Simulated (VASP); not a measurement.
A run of VASP 6.6.1 is set up as follows.

File INCAR:

```
PREC     = Accurate       # precision mode
ENCUT    = 600            # plane-wave cutoff, eV
EDIFF    = 1E-6           # SCF threshold, eV
ISMEAR   = -1             # smearing method
SIGMA    = 0.1            # smearing width, eV
LREAL    = False          # projectors in reciprocal space
LASPH    = True           # aspherical terms in the spheres
NELM     = 100            # most SCF steps
ALGO     = Normal         # electronic algorithm
ISIF     = 3              # what is computed and relaxed
LWAVE    = False          # write WAVECAR
LCHARG   = False          # write CHGCAR
GGA      = PS             # functional
IBRION   = 2              # ionic algorithm
NSW      = 100            # ionic steps
EDIFFG   = -0.002         # ionic threshold
PSTRESS  = 150.0
```

KPOINTS

```
Automatic mesh
0
Gamma
  14 14 14
```

POSCAR

```
ScAl
1.0
    3.3464246974      0.0000000000      0.0000000000
    0.0000000000      3.3464246974      0.0000000000
    0.0000000000      0.0000000000      3.3464246974
Sc Al
1 1
Direct
    0.5000000000      0.5000000000      0.5000000000
    0.0000000000      0.0000000000      0.0000000000
```

Potentials or basis: VASP PAW PBE potentials, release 64 (Sc_sv, Al).

The run is started by

```sh
$ cat potpaw_PBE.64/Sc_sv/POTCAR potpaw_PBE.64/Al/POTCAR > POTCAR
$ mpirun -np 1 vasp_std > vasp.out
```

Task: Predict the relaxed cell.

Result: a = 3.195 Å, b = 3.195 Å, c = 3.195 Å, α = 90.00°, β = 90.00°, γ = 90.00°.

Task: Predict the space group after relaxing (to 0.1 Å).

Result: Pm-3m (No. 221).

Step by step:
| step | energy change (eV) | largest force (eV/Å) | pressure (GPa) | volume (Å³) |
| --- | --- | --- | --- | --- |
| 1 | 0.0000 | 0.0000 | 0.12 | 37.48 |
| 2 | 0.7887 | 0.0000 | 35.86 | 28.81 |
| 3 | 0.1966 | 0.0000 | 14.65 | 32.71 |
| 4 | 0.2050 | 0.0000 | 15.02 | 32.62 |
| 5 | 0.2040 | 0.0000 | 15.00 | 32.63 |

Caveat: the cell is relaxed towards a set pressure, so the run minimises the enthalpy, not the energy; the PAW data sets were made with another functional, which shifts forces and pressure a little.
